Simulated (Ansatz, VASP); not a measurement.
SiC in VASP and in Ansatz

INCAR

```
SYSTEM = SiC
  ALGO = Normal
  EDIFF = 1E-6
  ENCUT = 600
  GGA = PS
  GGA_COMPAT = .False.
  ISIF = 2
  ISMEAR = 0
  LASPH = .True.
  LCHARG = .False.
  LREAL = .False.
  LWAVE = .False.
  NBANDS = 11
  NELM = 120
  PREC = Accurate
  SIGMA = 0.05
```

Contents of KPOINTS:

```
k-points
0
Gamma
  10 10 10
  0 0 0
```

Contents of POSCAR:

```
SiC
1.0
    0.0000000000      2.1239347058      2.1239347058
    2.1239347058      0.0000000000      2.1239347058
    2.1239347058      2.1239347058      0.0000000000
Si C
1 1
Direct
    0.0000000000      0.0000000000      0.0000000000
    0.7500000000      0.7500000000      0.7500000000
```

Input for Ansatz:

```yaml
crystal:
  lattice:
    - [0.0, 2.1239347058, 2.1239347058]
    - [2.1239347058, 0.0, 2.1239347058]
    - [2.1239347058, 2.1239347058, 0.0]
  atoms:
    - { symbol: Si, position: [0.0, 0.0, 0.0] }
    - { symbol: C, position: [0.75, 0.75, 0.75] }
basis:
  ecutwfc: 520.0
kpoints:
  mp_grid: { grid: [10, 10, 10] }
hamiltonian:
  xc: pbesol
  pseudopotentials: { kind: paw, azcp: { folder: soft_1 } }
scf:
  occupations: { method: gaussian, width: 0.05 }
output:
  forces: true
  stress: true
  eigenvalues: true
```

Change from the starting cell: mode 6 frozen in at +0.000 Å, equal normal strain along x, y and z -0.0250.

Alike in both runs: task single point; functional PBEsol; k mesh 10 × 10 × 10; occupations gaussian, width 0.05 eV; no spin polarisation.

|  | VASP | Ansatz |
| --- | --- | --- |
| version | VASP 6.6.1 | Ansatz 0.2.0 |
| potentials or method | VASP PAW PBE potentials, release 64 (Si, C), cutoff 600 eV | scalar-relativistic, plane waves, PAW |
| valence electrons in the cell | 8 | 8 |

Ansatz gave:

| Item | Value |
| --- | --- |
| gap on the k mesh at the Fermi level (eV) | 1.17 |
| least direct gap on the mesh (eV) | 4.54 |
| pressure (GPa) | 19.5 |

Task: Which values does VASP return?

Result: gap on the k mesh at the Fermi level (eV): 1.16; least direct gap on the mesh (eV): 4.52; pressure (GPa): 19.8.

VASP's potentials were made for PBE, not for PBEsol, and Ansatz warns of the same on its side.
